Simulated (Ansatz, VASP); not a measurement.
# K in VASP and in Ansatz

The input POSCAR:

```
K
1.0
   -2.6699463634      2.6699463634      2.6699463634
    2.6699463634     -2.6699463634      2.6699463634
    2.6699463634      2.6699463634     -2.6699463634
K
1
Direct
    0.0000000000      0.0000000000      0.0000000000
```

INCAR.step1

```
SYSTEM = K
  PREC = Accurate
  ENCUT = 520
  ISMEAR = 1
  SIGMA = 0.6
  LREAL = .False.
  LASPH = .True.
  NELM = 100
  NBANDS = 10
  GGA = PE
  ALGO = Normal
  EDIFF = 1E-4
  LWAVE = .True.
  LCHARG = .False.
```

File INCAR.step2:

```
SYSTEM = K
  PREC = Accurate
  ENCUT = 520
  EDIFF = 1E-7
  ISMEAR = 1
  SIGMA = 0.6
  LREAL = .False.
  LASPH = .True.
  NELM = 100
  ALGO = Normal
  ISIF = 2
  LWAVE = .False.
  LCHARG = .False.
  METAGGA = R2SCAN
  LMIXTAU = .True.
  NBANDS = 10
  ISTART = 1
```

Contents of KPOINTS:

```
Automatic mesh
0
Gamma
  8 8 8
  0 0 0
```

Input for Ansatz:

```yaml
crystal:
  lattice:
    - [-2.6699463634, 2.6699463634, 2.6699463634]
    - [2.6699463634, -2.6699463634, 2.6699463634]
    - [2.6699463634, 2.6699463634, -2.6699463634]
  atoms:
    - { symbol: K, position: [0.0, 0.0, 0.0] }
hamiltonian:
  xc: r2scan
  pseudopotentials:
    kind: paw
    azcp:
      K: "pseudopotentials/K.paw.azcp"
basis:
  ecutwfc: 500
  fft_grid_basis: typed
kpoints:
  mp_grid: { grid: [8, 8, 8], shift: [0, 0, 0] }
magnetization:
  spin_polarized: false
scf:
  occupations: { method: methfessel_paxton, width: 0.6 }
  lower_state_search: "off"
output:
  stress: true
```

Alike in both runs: task single point; functional r2SCAN; k mesh 8 × 8 × 8; occupations methfessel-paxton of order 1, width 0.6 eV; no spin polarisation.

|  | VASP | Ansatz |
| --- | --- | --- |
| version | VASP 6.6.1 | Ansatz 0.2.0 |
| potentials or method | VASP PAW PBE potentials, release 64 (K_sv), cutoff 520 eV | plane waves (500 eV) with PAW, scalar-relativistic |
| valence electrons in the cell | 9 | 9 |

```tsv
	VASP	Ansatz	Ansatz less VASP
pressure (GPa)	0.0	0.0	+0.03
```

VASP's potentials were made for PBE, not for r2SCAN.
